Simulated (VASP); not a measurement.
CoO, 2 atoms in the cell. The structure is trigonal, space group R-3m (No. 166). Conventional cell: a = 3.011 Å, b = 3.011 Å, c = 7.320 Å, α = 90.00°, β = 90.00°, γ = 120.00°. Within 2.8 Å of Co (site symmetry -3m) lie 6 O at 2.12 Å. Within 2.8 Å of O (site symmetry -3m) lie 6 Co at 2.12 Å. 

| Property | Result |
| --- | --- |
| Program | VASP 6.6.1 |
| Task | single point |
| Functional | PBEsol |
| Potentials or basis | VASP PAW PBE potentials, release 64 (Co, O) |
| Cutoff | 520 eV |
| k mesh | 11 × 11 × 11 |
| Occupations | fermi-dirac, width 0.05 eV |
| Spin | collinear spin, ferromagnetic start |
| Starting moments | [2.0, 0.0] μB |
| Dipole correction | no |
| Further INCAR settings | ALGO = Normal; EDIFF = 1e-06; NBANDS = 18 |

Potentials or basis: VASP PAW PBE potentials, release 64 (Co, O).

Command:

```console
$ cat potpaw_PBE.64/Co/POTCAR potpaw_PBE.64/O/POTCAR > POTCAR
$ mpirun -np 1 vasp_std > vasp.out
```

Hardware: 1 thread of Intel(R) Xeon(R) Platinum 8259CL CPU @ 2.50GHz (Skylake/Cascade Lake), with other jobs on the host.

Problem. Estimate the wall time of this run.

Solution. Wall time 83 s on 1 thread of Intel(R) Xeon(R) Platinum 8259CL CPU @ 2.50GHz (Skylake/Cascade Lake), on a shared host, peak memory 0.2 GiB. Counts: scf iterations 15, k points 146.
